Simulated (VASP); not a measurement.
# Pb (Fm-3m) in VASP: notebook

Pb is run at these levels: PBEsol, HSE06, PBE0; tasks: relaxation of cell and atoms, single point.

Everything below comes from runs of VASP 6.6.1. Logs are shortened: lines on timing, memory, paths and dates and some standing lists are left out, and cuts for length are marked.

## (1) The cell of the first run

The structure is cubic, space group Fm-3m (No. 225). Conventional cell: a = 4.950 Å, b = 4.950 Å, c = 4.950 Å, α = 90.00°, β = 90.00°, γ = 90.00°. Within 4.6 Å of Pb (site symmetry m-3m) lie 12 Pb at 3.50 Å.

## (2) Relaxation of cell and atoms, PBEsol, target pressure 30 GPa, at which the enthalpy is minimised

File INCAR:

```
SYSTEM = Pb
  ALGO = Normal
  EDIFF = 1E-6
  EDIFFG = -0.005
  ENCUT = 600
  GGA = PS
  IBRION = 2
  ISIF = 3
  ISMEAR = -1
  LASPH = .TRUE.
  LCHARG = .FALSE.
  LREAL = .FALSE.
  LWAVE = .FALSE.
  NELM = 60
  NSW = 80
  PREC = Accurate
  PSTRESS = 300.0
  SIGMA = 0.05
```

File KPOINTS:

```
k-points
0
G
  9 9 9
  0 0 0
```

File POSCAR:

```
Pb
1.0
    0.0000000000      2.4750200000      2.4750200000
    2.4750200000      0.0000000000      2.4750200000
    2.4750200000      2.4750200000      0.0000000000
Pb
1
Direct
    0.0000000000      0.0000000000      0.0000000000
```

Potentials or basis: VASP PAW PBE potentials, release 64 (Pb_d).

On the command line:

```sh
$ cat potpaw_PBE.64/Pb_d/POTCAR > POTCAR
$ mpirun -np 1 vasp_std > vasp.out
```

OUTCAR:

```text
SYSTEM = Pb
   EDIFF = 1E-6
   EDIFFG = -0.005
   ENCUT = 600
   GGA = PS
   IBRION = 2
   ISIF = 3
   ISMEAR = -1
   LASPH = .TRUE.
   LREAL = .FALSE.
   NELM = 60
   NSW = 80
   PREC = Accurate
   PSTRESS = 300.0

 ion  position               nearest neighbor table
   1  0.000  0.000  0.000-

  LATTYP: Found a face centered cubic cell.
 ALAT       =     4.9500400000

  Lattice vectors:

 A1 = (   0.0000000000,   2.4750200000,   2.4750200000)
 A2 = (   2.4750200000,   0.0000000000,   2.4750200000)
 A3 = (   2.4750200000,   2.4750200000,   0.0000000000)

Analysis of symmetry for initial positions (statically):
[... 5 lines left out ...]
 face centered cubic supercell.

 Subroutine GETGRP returns: Found 48 space group operations
 (whereof 48 operations were pure point group operations)
 out of a pool of 48 trial point group operations.

The static configuration has the point symmetry O_h .

Analysis of symmetry for dynamics (positions and initial velocities):
[... 5 lines left out ...]
 face centered cubic supercell.

 Subroutine GETGRP returns: Found 48 space group operations
 (whereof 48 operations were pure point group operations)
 out of a pool of 48 trial point group operations.

The dynamic configuration has the point symmetry O_h .

 Subroutine INISYM returns: Found 48 space group operations
 (whereof 48 operations are pure point group operations),
 and found     1 'primitive' translations

----------------------------------------------------------------------------------------

                                     Primitive cell

  volume of cell :      30.3226

  direct lattice vectors                    reciprocal lattice vectors
     0.000000000  2.475020000  2.475020000    -0.202018570  0.202018570  0.202018570
     2.475020000  0.000000000  2.475020000     0.202018570 -0.202018570  0.202018570
     2.475020000  2.475020000  0.000000000     0.202018570  0.202018570 -0.202018570

  length of vectors
     3.500206851  3.500206851  3.500206851     0.349906427  0.349906427  0.349906427

  position of ions in fractional coordinates (direct lattice)
     0.000000000  0.000000000  0.000000000

  ion indices of the primitive-cell ions
   primitive index   ion index
                 1           1

----------------------------------------------------------------------------------------

 KPOINTS: k-points

Automatic generation of k-mesh.
 Grid dimensions read from file:
 generate k-points for:    9    9    9

 Generating k-lattice:

  Cartesian coordinates                     Fractional coordinates (reciprocal lattice)
    -0.022446508  0.022446508  0.022446508     0.111111111  0.000000000  0.000000000
     0.022446508 -0.022446508  0.022446508     0.000000000  0.111111111  0.000000000
     0.022446508  0.022446508 -0.022446508     0.000000000  0.000000000  0.111111111

  Length of vectors
     0.038878492  0.038878492  0.038878492

  Shift w.r.t. Gamma in fractional coordinates (k-lattice)
     0.000000000  0.000000000  0.000000000

 Subroutine IBZKPT returns following result:
 ===========================================

 Found     35 irreducible k-points:

 Following reciprocal coordinates:
            Coordinates               Weight
  0.000000  0.000000  0.000000      1.000000
  0.111111  0.000000  0.000000      8.000000
  0.222222  0.000000  0.000000      8.000000
  0.333333  0.000000  0.000000      8.000000
  0.444444  0.000000  0.000000      8.000000
  0.111111  0.111111  0.000000      6.000000
[... 16 lines left out ...]
 -0.333333  0.333333  0.000000     12.000000
  0.444444  0.444444  0.000000      6.000000
 [... further k-points ...]
   k-points           NKPTS =     35   k-points in BZ     NKDIM =     35   number of bands    NBANDS=     11
   number of dos      NEDOS =    301   number of ions     NIONS =      1
   total plane-waves  NPLWV =  21952
   dimension x,y,z NGX =    28 NGY =   28 NGZ =   28
   dimension x,y,z NGXF=    56 NGYF=   56 NGZF=   56
   ions per type =               1
   NGX,Y,Z   is equivalent  to a cutoff of  13.30, 13.30, 13.30 a.u.
   NGXF,Y,Z  is equivalent  to a cutoff of  26.60, 26.60, 26.60 a.u.
 SYSTEM =  Pb
   PREC   = accura    normal or accurate (medium, high low for compatibility)
   ISTART =      0    job   : 0-new  1-cont  2-samecut
   ICHARG =      2    charge: 1-file 2-atom 10-const
   ISPIN  =      1    spin polarized calculation?
   LNONCOLLINEAR =      F non collinear calculations
   LSORBIT =      F    spin-orbit coupling
   LASPH  =      T    aspherical Exc in radial PAW
   ENCUT  =  600.0 eV  44.10 Ry    6.64 a.u.   6.99  6.99  6.99*2*pi/ulx,y,z
   NELM   =     60;   NELMIN=  2; NELMDL= -5     # of ELM steps
   EDIFF  = 0.1E-05   stopping-criterion for ELM
   LREAL  =      F    real-space projection
   EDIFFG = -.5E-02   stopping-criterion for IOM
   NSW    =     80    number of steps for IOM
   IBRION =      2    ionic relax: 0-MD 1-quasi-New 2-CG
   NFREE  =      1    steps in history (QN), initial steepest desc. (CG)
   ISIF   =      3    stress and relaxation
   ISYM   =      2    0-nonsym 1-usesym 2-fastsym
   POTIM  = 0.5000    time-step for ionic-motion
   TEBEG  =    0.0;   TEEND  =   0.0 temperature during run
   PSTRESS=  300.0 pullay stress
   NELECT =      14.0000    total number of electrons
   NUPDOWN=      -1.0000    fix difference up-down
   EMIN   =  10.00;   EMAX   =-10.00  energy-range for DOS
   EFERMI =   0.00;   METHOD = LEGACY
   ISMEAR =    -1;   SIGMA  =   0.05  broadening in eV -4-tet -1-fermi 0-gaus
   EFERMI_NEDOS =   21; number of points for ismear=-14 and -15
   IALGO  =     38    algorithm
   IMIX   =      4    mixing-type and parameters
     AMIX     =   0.40;   BMIX     =  1.00
     AMIX_MAG =   1.60;   BMIX_MAG =  1.00
  volume/ion in A,a.u.               =      30.32       204.63
  Fermi-wavevector in a.u.,A,eV,Ry     =   1.265306  2.391081 21.782907  1.600999
  Thomas-Fermi vector in A             =   2.398566
   LORBIT       =      0    0 simple, 1 ext, 2 COOP (PROOUT), +10 PAW based schemes
   GGA     = PS    functional components
   LHFCALC =     F    Hartree Fock is set to
   AEXX    =    0.0000 exact exchange contribution
   IVDW    =     0    specifies the selected vdW correction
   LEPSILON=     F    determine dielectric tensor
   LRPA    =     F    only Hartree local field effects (RPA)
 conjugate gradient relaxation of ions
 non-spin polarized calculation
  energy-cutoff  :      600.00
  volume of cell :       30.32
 maximum number of plane-waves:      1022
   NGX = 13   NGY = 13   NGZ = 13

--------------------------------------- Ionic step        1  -------------------------------------------

 number of electron      13.9999999 magnetization

 Free energy of the ion-electron system (eV)
  ---------------------------------------------------
  ext. energy  EPLUGINS =         0.00000000
  ---------------------------------------------------
  free energy    TOTEN  =        -4.01738415 eV

  energy without entropy =       -4.01428210  energy(sigma->0) =       -4.01583312

 E-fermi :   6.9481     XC(G=0): -10.3419

 val. band max:        6.7231942824   @ k =  -0.3333   0.3333   0.1111
 cond. band min:       6.9549044498   @ k =  -0.2222   0.3333   0.1111
 fundamental gap:      0.2317101674
 Fermi energy:         6.9480873856

 k-point     1 :       0.0000    0.0000    0.0000
  band No.  band energies     occupation
      1      -9.8901      2.00000
      2      -9.8901      2.00000
      3      -9.8901      2.00000
      4      -9.7481      2.00000
      5      -9.7481      2.00000
      6      -4.6689      2.00000
      7      14.5109      0.00000
      8      14.5109      0.00000
      9      14.5109      0.00000
     10      16.8636      0.00000
     11      18.4150      0.00000
[... 309 lines left out ...]
 k-point    24 :       0.4444    0.4444    0.0000
  band No.  band energies     occupation
      1     -10.0505      2.00000
      2      -9.9580      2.00000
      3      -9.6272      2.00000
      4      -9.5883      2.00000
      5      -9.5883      2.00000
      6      -0.0687      2.00000
      7       4.3741      2.00000
      8       9.2379      0.00000
      9       9.2379      0.00000
     10      12.5603      0.00000
     11      13.7912      0.00000

 [... further k-points ...]
[... 5 lines left out ...]
  --------------------------------------------------------------------------------------
  -------------------------------------------------------------------------------------
  Total       -0.1203145     -0.1203145     -0.1203145      0.0000000      0.0000000     -0.0000000
  in kB       -6.3571509     -6.3571509     -6.3571509      0.0000000      0.0000000     -0.0000000
  external PRESSURE =    -306.3571509 kB  Pullay stress =     300.0000000 kB
[... 90 lines left out ...]
  FREE ENERGIE OF THE ION-ELECTRON SYSTEM (eV)
  ---------------------------------------------------
  free  energy   TOTEN  =        -3.6927353372 eV

  energy  without entropy=       -3.6888655932  energy(sigma->0) =       -3.69080047

  enthalpy is  TOTEN    =         0.7244574015 eV   P V=        4.4171927387

[... ionic steps 4 to 17 ...]

--------------------------------------- Ionic step       18  -------------------------------------------

 number of electron      14.0000001 magnetization

------------------------ aborting loop because EDIFF is reached ----------------------------------------

  FORCE on cell =-STRESS in cart. coord.  units (eV):
  Direction    XX          YY          ZZ          XY          YZ          ZX
  --------------------------------------------------------------------------------------
  -------------------------------------------------------------------------------------
  Total        4.1545141      4.1545141      4.1545141      0.0000000      0.0000000      0.0000000
  in kB      299.6087688    299.6087688    299.6087688      0.0000000      0.0000000      0.0000000
  external PRESSURE =      -0.3912312 kB  Pullay stress =     300.0000000 kB
[... 59 lines left out ...]
  enthalpy is  TOTEN    =         0.6817175161 eV   P V=        4.1591663956

--------------------------------------- Ionic step       20  -------------------------------------------

 number of electron      14.0000001 magnetization

 Free energy of the ion-electron system (eV)
  ---------------------------------------------------
  ext. energy  EPLUGINS =         0.00000000
  ---------------------------------------------------
  free energy    TOTEN  =        -3.47667285 eV

  energy without entropy =       -3.47319502  energy(sigma->0) =       -3.47493394

 E-fermi :  11.2001     XC(G=0): -11.9318

 val. band max:       11.1881891584   @ k =  -0.2222   0.2222   0.0000
 cond. band min:      11.7860311517   @ k =  -0.4444   0.3333   0.1111
 fundamental gap:      0.5978419933
 Fermi energy:        11.2001194966

 k-point     1 :       0.0000    0.0000    0.0000
  band No.  band energies     occupation
      1      -6.2540      2.00000
      2      -6.2540      2.00000
      3      -6.2540      2.00000
      4      -5.9028      2.00000
      5      -5.9028      2.00000
      6      -3.1646      2.00000
      7      20.8970      0.00000
      8      21.1535      0.00000
      9      21.1535      0.00000
     10      21.1535      0.00000
     11      26.3762      0.00000
[... 309 lines left out ...]
 k-point    24 :       0.4444    0.4444    0.0000
  band No.  band energies     occupation
      1      -6.6769      2.00000
      2      -6.5120      2.00000
      3      -5.6192      2.00000
      4      -5.5341      2.00000
      5      -5.5341      2.00000
      6       3.7670      2.00000
      7       7.8431      2.00000
      8      13.6571      0.00000
      9      13.6571      0.00000
     10      17.8207      0.00000
     11      19.1143      0.00000

 [... further k-points ...]
[... 5 lines left out ...]
  --------------------------------------------------------------------------------------
  -------------------------------------------------------------------------------------
  Total        4.1557350      4.1557350      4.1557350      0.0000000      0.0000000     -0.0000000
  in kB      299.8084795    299.8084795    299.8084795      0.0000000      0.0000000     -0.0000000
  external PRESSURE =      -0.1915205 kB  Pullay stress =     300.0000000 kB
[... 16 lines left out ...]
  FREE ENERGIE OF THE ION-ELECTRON SYSTEM (eV)
  ---------------------------------------------------
  free  energy   TOTEN  =        -3.4766728538 eV

  energy  without entropy=       -3.4731950199  energy(sigma->0) =       -3.47493394

  enthalpy is  TOTEN    =         0.6817168349 eV   P V=        4.1583896886

 reached required accuracy - stopping structural energy minimisation
```

Run time: 3 min. Hardware: 1 thread of Intel Xeon 8259CL, shared host; peak memory 0.18 GiB.

What came out:

- Free energy: -3.4767 eV
- Relaxed volume: 22.21 Å³/atom
- Relaxed cell: a = 3.155 Å, b = 3.155 Å, c = 3.155 Å, α = 60.00°, β = 60.00°, γ = 60.00°
- Space group after relaxing (to 0.05 Å): Fm-3m (No. 225)
- Energy change on relaxing (the enthalpy is what falls): +540.7 meV/atom
- Ionic steps: 20
- Pressure after relaxing: 30.0 GPa
- Band gap on the k mesh: zero (band 7 reaches 20.90 eV, above the bottom of band 8 at 8.93 eV)

The path:
```tsv
step	energy change (eV)	largest force (eV/Å)	pressure (GPa)	volume (Å³)
1	0.0000	0.0000	-0.64	30.32
2	11.5741	0.0000	512.58	11.33
3	0.3246	0.0000	20.60	23.59
4	0.4075	0.0000	24.29	23.00
5	0.5475	0.0000	30.29	22.17
6	0.5203	0.0000	29.14	22.32
7	0.5216	0.0000	29.16	22.31
8	0.5254	0.0000	29.29	22.29
9	0.5255	0.0000	29.34	22.29
10	0.5256	0.0000	29.32	22.29
11	0.5259	0.0000	29.31	22.29
12	0.5265	0.0000	29.39	22.28
13	0.5278	0.0000	29.43	22.28
14	0.5302	0.0000	29.51	22.26
15	0.5352	0.0000	29.70	22.24
16	0.5452	0.0000	30.18	22.18
17	0.5415	0.0000	30.08	22.20
18	0.5392	0.0000	29.96	22.22
19	0.5399	0.0000	29.95	22.21
20	0.5407	0.0000	29.98	22.21
```

Final structure:
```
CELL_PARAMETERS angstrom
0.00000 2.23098 2.23098
2.23098 0.00000 2.23098
2.23098 2.23098 0.00000
ATOMIC_POSITIONS crystal
Pb 0.00000 0.00000 0.00000
```

Levels at points of the mesh, in eV from the Fermi level:
```
           k point  band 5  band 6  band 7  band 8  band 9  band 10
(0.00, 0.00, 0.00)  -17.10  -14.36    9.70    9.95    9.95     9.95
```

Caveat: the cell is relaxed towards a set pressure, so the enthalpy falls and the energy may rise; the volume moved by over 15 % at a fixed basis, so the end points are rough; the PAW data sets were made with another functional, which shifts forces and pressure a little; spin-orbit coupling is left out, which moves the levels of the heavy elements.

(Part 1 of 2 ends here.)
